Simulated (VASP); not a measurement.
# TePb (Fm-3m) in VASP: a series of runs, part 2 of 3

VASP 6.6.1. The steps go on from the part before.

## 4. Single point, revPBE (volume scaled by 1.04)

INCAR

```
PREC = Accurate
ENCUT = 500
EDIFF = 1E-6
ISMEAR = 0
SIGMA = 0.05
LREAL = F
LASPH = T
NELM = 120
ALGO = Normal
ISIF = 2
LWAVE = F
LCHARG = F
GGA = RE
NBANDS = 17
GGA_COMPAT = F
```

KPOINTS

```
regular mesh
0
Gamma
  6 6 6
```

POSCAR

```
TePb
1.0
    0.0000000000      3.3592006901      3.3592006901
    3.3592006901      0.0000000000      3.3592006901
    3.3592006901      3.3592006901      0.0000000000
Pb Te
1 1
Direct
    0.5000000000      0.5000000000      0.5000000000
    0.0000000000      0.0000000000      0.0000000000
```

Potentials or basis: VASP PAW PBE potentials, release 64 (Pb_d, Te).

Launch:

```sh
> cat potpaw_PBE.64/Pb_d/POTCAR potpaw_PBE.64/Te/POTCAR > POTCAR
> mpirun -np 1 vasp_std > vasp.out
```

OUTCAR:

```text
PREC = Accurate
   ENCUT = 500
   EDIFF = 1E-6
   ISMEAR = 0
   LREAL = F
   LASPH = T
   NELM = 120
   ISIF = 2
   GGA = RE

 ion  position               nearest neighbor table
   1  0.500  0.500  0.500-   2 3.36   2 3.36   2 3.36   2 3.36   2 3.36   2 3.36
   2  0.000  0.000  0.000-   1 3.36   1 3.36   1 3.36   1 3.36   1 3.36   1 3.36

  LATTYP: Found a face centered cubic cell.
 ALAT       =     6.7184013802

  Lattice vectors:

 A1 = (   0.0000000000,   3.3592006901,   3.3592006901)
 A2 = (   3.3592006901,   0.0000000000,   3.3592006901)
 A3 = (   3.3592006901,   3.3592006901,   0.0000000000)

Analysis of symmetry for initial positions (statically):
=====================================================================
 Subroutine PRICEL returns:
 Original cell was already a primitive cell.

 Routine SETGRP: Setting up the symmetry group for a
 face centered cubic supercell.

 Subroutine GETGRP returns: Found 48 space group operations
 (whereof 48 operations were pure point group operations)
 out of a pool of 48 trial point group operations.

The static configuration has the point symmetry O_h .

Analysis of symmetry for dynamics (positions and initial velocities):
=====================================================================
 Subroutine PRICEL returns:
 Original cell was already a primitive cell.

 Routine SETGRP: Setting up the symmetry group for a
 face centered cubic supercell.

 Subroutine GETGRP returns: Found 48 space group operations
 (whereof 48 operations were pure point group operations)
 out of a pool of 48 trial point group operations.

The dynamic configuration has the point symmetry O_h .

 Subroutine INISYM returns: Found 48 space group operations
 (whereof 48 operations are pure point group operations),
 and found     1 'primitive' translations

----------------------------------------------------------------------------------------

                                     Primitive cell

  volume of cell :      75.8120

  direct lattice vectors                    reciprocal lattice vectors
     0.000000000  3.359200690  3.359200690    -0.148844933  0.148844933  0.148844933
     3.359200690  0.000000000  3.359200690     0.148844933 -0.148844933  0.148844933
     3.359200690  3.359200690  0.000000000     0.148844933  0.148844933 -0.148844933

  length of vectors
     4.750627175  4.750627175  4.750627175     0.257806986  0.257806986  0.257806986

  position of ions in fractional coordinates (direct lattice)
     0.500000000  0.500000000  0.500000000
     0.000000000  0.000000000  0.000000000

  ion indices of the primitive-cell ions
   primitive index   ion index
                 1           1
                 2           2

----------------------------------------------------------------------------------------

 KPOINTS: regular mesh

Automatic generation of k-mesh.
 Grid dimensions read from file:
 generate k-points for:    6    6    6

 Generating k-lattice:

  Cartesian coordinates                     Fractional coordinates (reciprocal lattice)
    -0.024807489  0.024807489  0.024807489     0.166666667  0.000000000  0.000000000
     0.024807489 -0.024807489  0.024807489     0.000000000  0.166666667  0.000000000
     0.024807489  0.024807489 -0.024807489     0.000000000  0.000000000  0.166666667

  Length of vectors
     0.042967831  0.042967831  0.042967831

  Shift w.r.t. Gamma in fractional coordinates (k-lattice)
     0.000000000  0.000000000  0.000000000

 Subroutine IBZKPT returns following result:
 ===========================================

 Found     16 irreducible k-points:

 Following reciprocal coordinates:
            Coordinates               Weight
  0.000000  0.000000  0.000000      1.000000
  0.166667  0.000000  0.000000      8.000000
  0.333333  0.000000  0.000000      8.000000
  0.500000  0.000000  0.000000      4.000000
  0.166667  0.166667  0.000000      6.000000
  0.333333  0.166667  0.000000     24.000000
[... 8 lines left out ...]
 -0.333333  0.333333  0.166667     24.000000
 -0.333333  0.500000  0.166667     12.000000
   k-points           NKPTS =     16   k-points in BZ     NKDIM =     16   number of bands    NBANDS=     17
   number of dos      NEDOS =    301   number of ions     NIONS =      2
   total plane-waves  NPLWV =  46656
   dimension x,y,z NGX =    36 NGY =   36 NGZ =   36
   dimension x,y,z NGXF=    72 NGYF=   72 NGZF=   72
   ions per type =               1   1
   NGX,Y,Z   is equivalent  to a cutoff of  12.60, 12.60, 12.60 a.u.
   NGXF,Y,Z  is equivalent  to a cutoff of  25.20, 25.20, 25.20 a.u.
 SYSTEM =  unknown system
   PREC   = accura    normal or accurate (medium, high low for compatibility)
   ISTART =      0    job   : 0-new  1-cont  2-samecut
   ICHARG =      2    charge: 1-file 2-atom 10-const
   ISPIN  =      1    spin polarized calculation?
   LNONCOLLINEAR =      F non collinear calculations
   LSORBIT =      F    spin-orbit coupling
   LASPH  =      T    aspherical Exc in radial PAW
   ENCUT  =  500.0 eV  36.75 Ry    6.06 a.u.   8.66  8.66  8.66*2*pi/ulx,y,z
   NELM   =    120;   NELMIN=  2; NELMDL= -5     # of ELM steps
   EDIFF  = 0.1E-05   stopping-criterion for ELM
   LREAL  =      F    real-space projection
   EDIFFG = 0.1E-04   stopping-criterion for IOM
   NSW    =      0    number of steps for IOM
   IBRION =     -1    ionic relax: 0-MD 1-quasi-New 2-CG
   NFREE  =      0    steps in history (QN), initial steepest desc. (CG)
   ISIF   =      2    stress and relaxation
   ISYM   =      2    0-nonsym 1-usesym 2-fastsym
   POTIM  = 0.5000    time-step for ionic-motion
   TEBEG  =    0.0;   TEEND  =   0.0 temperature during run
   PSTRESS=    0.0 pullay stress
   NELECT =      20.0000    total number of electrons
   NUPDOWN=      -1.0000    fix difference up-down
   EMIN   =  10.00;   EMAX   =-10.00  energy-range for DOS
   EFERMI =   0.00;   METHOD = LEGACY
   ISMEAR =     0;   SIGMA  =   0.05  broadening in eV -4-tet -1-fermi 0-gaus
   EFERMI_NEDOS =   21; number of points for ismear=-14 and -15
   IALGO  =     38    algorithm
   IMIX   =      4    mixing-type and parameters
     AMIX     =   0.40;   BMIX     =  1.00
     AMIX_MAG =   1.60;   BMIX_MAG =  1.00
  volume/ion in A,a.u.               =      37.91       255.80
  Fermi-wavevector in a.u.,A,eV,Ry     =   1.049959  1.984134 14.999243  1.102413
  Thomas-Fermi vector in A             =   2.184942
   LORBIT       =      0    0 simple, 1 ext, 2 COOP (PROOUT), +10 PAW based schemes
   GGA     = RE    functional components
   LHFCALC =     F    Hartree Fock is set to
   AEXX    =    0.0000 exact exchange contribution
   IVDW    =     0    specifies the selected vdW correction
   LEPSILON=     F    determine dielectric tensor
   LRPA    =     F    only Hartree local field effects (RPA)
 non-spin polarized calculation
 Gauss-broadening in eV      SIGMA  =   0.05
  energy-cutoff  :      500.00
  volume of cell :       75.81
 maximum number of plane-waves:      1964
 NGX is ok and might be reduce to    36
   NGX = 17   NGY = 17   NGZ = 17

 number of electron      20.0000000 magnetization

 Free energy of the ion-electron system (eV)
  ---------------------------------------------------
  ext. energy  EPLUGINS =         0.00000000
  ---------------------------------------------------
  free energy    TOTEN  =        -6.91682913 eV

  energy without entropy =       -6.91682913  energy(sigma->0) =       -6.91682913

 E-fermi :   4.5511     XC(G=0):  -8.6782

 val. band max:        4.2921464936   @ k =   0.5000   0.0000   0.0000
 cond. band min:       5.2840219530   @ k =   0.5000   0.0000   0.0000
 fundamental gap:      0.9918754594
 Fermi energy:         4.5511014546

 k-point     1 :       0.0000    0.0000    0.0000
  band No.  band energies     occupation
      1     -12.3430      2.00000
      2     -12.3430      2.00000
      3     -12.3430      2.00000
      4     -12.3419      2.00000
      5     -12.3419      2.00000
      6      -6.8126      2.00000
[... 9 lines left out ...]
     16      10.3664      0.00000
     17      11.5171      0.00000
[... 281 lines left out ...]
 k-point    16 :      -0.3333    0.5000    0.1667
  band No.  band energies     occupation
      1     -12.3668      2.00000
      2     -12.3434      2.00000
      3     -12.3399      2.00000
      4     -12.3330      2.00000
      5     -12.3276      2.00000
      6      -5.4256      2.00000
[... 9 lines left out ...]
     16      14.5673      0.00000
     17      15.3614      0.00000

------------------------ aborting loop because EDIFF is reached ----------------------------------------

  FORCE on cell =-STRESS in cart. coord.  units (eV):
  Direction    XX          YY          ZZ          XY          YZ          ZX
  --------------------------------------------------------------------------------------
  -------------------------------------------------------------------------------------
  Total       -0.6223076     -0.6223076     -0.6223076      0.0000000      0.0000000      0.0000000
  in kB      -13.1515778    -13.1515778    -13.1515778      0.0000000      0.0000000      0.0000000
  external PRESSURE =     -13.1515778 kB  Pullay stress =       0.0000000 kB

 VOLUME and BASIS-vectors are now :
 -----------------------------------------------------------------------------
  energy-cutoff  :      500.00
  volume of cell :       75.81
      direct lattice vectors                 reciprocal lattice vectors
     0.000000000  3.359200690  3.359200690    -0.148844933  0.148844933  0.148844933
     3.359200690  0.000000000  3.359200690     0.148844933 -0.148844933  0.148844933
     3.359200690  3.359200690  0.000000000     0.148844933  0.148844933 -0.148844933

 POSITION                                       TOTAL-FORCE (eV/Angst)
 -----------------------------------------------------------------------------------
      3.35920      3.35920      3.35920        -0.000000      0.000000     -0.000000
      0.00000      0.00000      0.00000         0.000000     -0.000000      0.000000
 -----------------------------------------------------------------------------------
    total drift:                                0.000000      0.000000      0.000000

  FREE ENERGIE OF THE ION-ELECTRON SYSTEM (eV)
  ---------------------------------------------------
  free  energy   TOTEN  =        -6.9168291341 eV

  energy  without entropy=       -6.9168291341  energy(sigma->0) =       -6.91682913
```

OSZICAR:

```text
N       E                     dE             d eps       ncg     rms          rms(c)
DAV:   1     0.147125289952E+03    0.14713E+03   -0.87910E+03   544   0.105E+03
DAV:   2     0.336482822479E+01   -0.14376E+03   -0.13929E+03   570   0.283E+02
DAV:   3    -0.683837232378E+01   -0.10203E+02   -0.10158E+02   722   0.808E+01
DAV:   4    -0.708527480178E+01   -0.24690E+00   -0.24678E+00   679   0.151E+01
DAV:   5    -0.709430067529E+01   -0.90259E-02   -0.90256E-02   751   0.263E+00    0.277E+00
DAV:   6    -0.691429145506E+01    0.18001E+00   -0.41973E-01   750   0.384E+00    0.161E+00
DAV:   7    -0.691227275872E+01    0.20187E-02   -0.11137E-01   690   0.147E+00    0.910E-01
DAV:   8    -0.691736093219E+01   -0.50882E-02   -0.17645E-02   611   0.131E+00    0.253E-01
DAV:   9    -0.691665488425E+01    0.70605E-03   -0.25688E-03   687   0.499E-01    0.696E-02
DAV:  10    -0.691681342756E+01   -0.15854E-03   -0.31350E-04   622   0.922E-02    0.266E-02
DAV:  11    -0.691682847935E+01   -0.15052E-04   -0.53929E-05   669   0.580E-02    0.596E-03
DAV:  12    -0.691682913410E+01   -0.65474E-06   -0.38812E-06   715   0.125E-02
   1 F= -.69168291E+01 E0= -.69168291E+01  d E =-.117190E-14
```

It took 12 s on 1 thread of Intel Xeon Platinum 8559C (Emerald Rapids), shared host; peak memory 0.2 GiB.

Results:

| Quantity | Value |
| --- | --- |
| Free energy | -6.9168 eV |
| Pressure | -1.3 GPa |
| Band gap on the k mesh | 0.99 eV, direct |

Levels at points of the mesh, in eV from the valence-band top:
```csv
k point,band 7,band 8,band 9,band 10,band 11,band 12,band 13,band 14
"(0.00, 0.00, 0.00)",-5.85,-0.93,-0.93,-0.93,3.96,3.96,3.96,6.07
"(0.50, 0.00, 0.00)",-8.03,-0.55,-0.55,0.00,0.99,1.56,1.56,8.34
"(0.50, 0.50, 0.00)",-7.13,-3.61,-2.16,-2.16,3.83,5.08,5.08,6.09
```

Caveat: the PAW data sets were made with another functional, which shifts forces and pressure a little; spin-orbit coupling is left out, which moves the levels of the heavy elements. A k mesh can miss the band edges.

## 5. Single point, r2SCAN+rVV10 (volume scaled by 0.96)

POSCAR

```
TePb
1.0
    0.0000000000      3.2016421822      3.2016421822
    3.2016421822      0.0000000000      3.2016421822
    3.2016421822      3.2016421822      0.0000000000
Pb Te
1 1
Direct
    0.5000000000      0.5000000000      0.5000000000
    0.0000000000      0.0000000000      0.0000000000
```

INCAR.step1

```
SYSTEM = TePb
PREC = Accurate
ENCUT = 550
ISMEAR = 0
SIGMA = 0.05
LREAL = .False.
LASPH = .True.
NELM = 120
NBANDS = 17
GGA = PE
ALGO = Normal
EDIFF = 1E-5
LWAVE = .True.
LCHARG = .False.
GGA_COMPAT = .False.
```

INCAR.step2

```
SYSTEM = TePb
PREC = Accurate
ENCUT = 550
EDIFF = 1E-6
ISMEAR = 0
SIGMA = 0.05
LREAL = .False.
LASPH = .True.
NELM = 120
ALGO = Normal
ISIF = 2
LWAVE = .False.
LCHARG = .False.
METAGGA = R2SCAN
LMIXTAU = .True.
LUSE_VDW = .True.
IVDW_NL = 2
BPARAM = 11.95
CPARAM = 0.0093
NBANDS = 17
ISTART = 1
GGA_COMPAT = .False.
```

KPOINTS

```
Automatic mesh
0
Gamma
  6 6 6
  0 0 0
```

Potentials or basis: VASP PAW PBE potentials, release 64 (Pb_d, Te).

Launch:

```sh
> cat potpaw_PBE.64/Pb_d/POTCAR potpaw_PBE.64/Te/POTCAR > POTCAR
> cp INCAR.step1 INCAR
> mpirun -np 1 vasp_std > vasp.out
> cp INCAR.step2 INCAR
> mpirun -np 1 vasp_std > vasp.out
```

OUTCAR:

```text
SYSTEM = TePb
   PREC = Accurate
   ENCUT = 550
   EDIFF = 1E-6
   ISMEAR = 0
   LREAL = .False.
   LASPH = .True.
   NELM = 120
   ISIF = 2
   METAGGA = R2SCAN
   IVDW_NL = 2
   BPARAM = 11.95
   ISTART = 1

 ion  position               nearest neighbor table
   1  0.500  0.500  0.500-   2 3.20   2 3.20   2 3.20   2 3.20   2 3.20   2 3.20
   2  0.000  0.000  0.000-   1 3.20   1 3.20   1 3.20   1 3.20   1 3.20   1 3.20

  LATTYP: Found a face centered cubic cell.
 ALAT       =     6.4032843644

  Lattice vectors:

 A1 = (   0.0000000000,   3.2016421822,   3.2016421822)
 A2 = (   3.2016421822,   0.0000000000,   3.2016421822)
 A3 = (   3.2016421822,   3.2016421822,   0.0000000000)

Analysis of symmetry for initial positions (statically):
=====================================================================
 Subroutine PRICEL returns:
 Original cell was already a primitive cell.

 Routine SETGRP: Setting up the symmetry group for a
 face centered cubic supercell.

 Subroutine GETGRP returns: Found 48 space group operations
 (whereof 48 operations were pure point group operations)
[... 155 lines left out ...]

  energy without entropy =      -82.12270474  energy(sigma->0) =      -82.12270474

 E-fermi :   6.0964     XC(G=0):  -9.9972

 val. band max:        5.8806375234   @ k =   0.5000   0.0000   0.0000
 cond. band min:       6.8049217311   @ k =   0.5000   0.0000   0.0000
 fundamental gap:      0.9242842077
 Fermi energy:         6.0963765385

 k-point     1 :       0.0000    0.0000    0.0000
  band No.  band energies     occupation
      1     -11.5295      2.00000
      2     -11.5295      2.00000
      3     -11.5139      2.00000
      4     -11.5139      2.00000
      5     -11.5139      2.00000
      6      -6.9023      2.00000
[... 297 lines left out ...]
      4     -11.4951      2.00000
      5     -11.4842      2.00000
      6      -4.8769      2.00000
[... 9 lines left out ...]
     16      17.2366      0.00000
     17      17.9280      0.00000

------------------------ aborting loop because EDIFF is reached ----------------------------------------

  FORCE on cell =-STRESS in cart. coord.  units (eV):
  Direction    XX          YY          ZZ          XY          YZ          ZX
  --------------------------------------------------------------------------------------
  -------------------------------------------------------------------------------------
  Total        0.9074794      0.9074794      0.9074794     -0.0000000      0.0000000      0.0000000
  in kB       22.1512879     22.1512879     22.1512879     -0.0000000      0.0000000      0.0000000
  external PRESSURE =      22.1512879 kB  Pullay stress =       0.0000000 kB

 VOLUME and BASIS-vectors are now :
 -----------------------------------------------------------------------------
  energy-cutoff  :      550.00
  volume of cell :       65.64
      direct lattice vectors                 reciprocal lattice vectors
     0.000000000  3.201642182  3.201642182    -0.156169856  0.156169856  0.156169856
     3.201642182  0.000000000  3.201642182     0.156169856 -0.156169856  0.156169856
     3.201642182  3.201642182  0.000000000     0.156169856  0.156169856 -0.156169856

 POSITION                                       TOTAL-FORCE (eV/Angst)
 -----------------------------------------------------------------------------------
      3.20164      3.20164      3.20164        -0.000000     -0.000000     -0.000000
      0.00000      0.00000      0.00000         0.000000      0.000000      0.000000
 -----------------------------------------------------------------------------------
    total drift:                                0.000000      0.000000      0.000000

  FREE ENERGIE OF THE ION-ELECTRON SYSTEM (eV)
  ---------------------------------------------------
  free  energy   TOTEN  =       -82.1227047390 eV

  energy  without entropy=      -82.1227047390  energy(sigma->0) =      -82.12270474
```

Run time: 98 s. Hardware: 1 thread of Intel Xeon Platinum 8559C (Emerald Rapids), shared host; peak memory 0.39 GiB.

What came out:

* Free energy: -82.1227 eV
* Pressure: 2.2 GPa
* Band gap on the k mesh: 0.92 eV, direct

Caveat: the PAW data sets were made with another functional, which shifts forces and pressure a little; spin-orbit coupling is left out, which moves the levels of the heavy elements.

(Continued in part 3 of 3.)
